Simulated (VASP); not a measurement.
Write the native input for VASP 6.6.1 that does the following.

```
Task                   : single point
Functional             : PBE
Potentials or basis    : VASP PAW PBE potentials, release 64 (Ba_sv, Hf_pv, O)
Cutoff                 : 520 eV
k mesh                 : 12 × 12 × 6
Occupations            : gaussian, width 0.1 eV
Spin                   : no spin polarisation
Dipole correction      : no
Further INCAR settings : ALGO = Normal; EDIFF = 1e-07; NBANDS = 31
```

The structure of Ba2Hf2O lies in POSCAR:

```
Ba2Hf2O
1.0
    5.1560900639      0.0000000000      0.0000000000
   -2.5780450319      4.4653049795      0.0000000000
    0.0000000000      0.0000000000      6.6454842824
Ba Hf O
2 2 1
Direct
    0.3333333333      0.6666666667      0.5000000000
    0.6666666667      0.3333333333      0.5000000000
    0.3333333333      0.6666666667      0.0000000000
    0.6666666667      0.3333333333      0.0000000000
    0.0000000000      0.0000000000      0.5000000000
```

One way to write it, as run:

INCAR

```
PREC     = Accurate       # precision mode
ENCUT    = 520            # plane-wave cutoff, eV
EDIFF    = 1E-7           # SCF threshold, eV
ISMEAR   = 0              # smearing method
SIGMA    = 0.1            # smearing width, eV
LREAL    = False          # projectors in reciprocal space
LASPH    = True           # aspherical terms in the spheres
NELM     = 60             # most SCF steps
ALGO     = Normal         # electronic algorithm
ISIF     = 2              # what is computed and relaxed
LWAVE    = False          # write WAVECAR
LCHARG   = False          # write CHGCAR
GGA      = PE             # functional
NBANDS   = 31             # bands
```

KPOINTS

```
regular mesh
0
Gamma
  12 12 6
```

Potentials or basis: VASP PAW PBE potentials, release 64 (Ba_sv, Hf_pv, O).

Launch:

```console
$ cat potpaw_PBE.64/Ba_sv/POTCAR potpaw_PBE.64/Hf_pv/POTCAR potpaw_PBE.64/O/POTCAR > POTCAR
$ mpirun -np 1 vasp_std > vasp.out
```

It gave:

```yaml
Pressure: 1.2 GPa
Band_gap_on_the_k_mesh: zero (band 23 reaches 3.20 eV, above the bottom of band 24 at 2.09 eV)
```

Caveat: spin-orbit coupling is left out, which moves the levels of the heavy elements.

Wall time 3.8 min on 1 thread of Intel(R) Xeon(R) 6975P-C (Granite Rapids), on a shared host, peak memory 0.5 GiB.
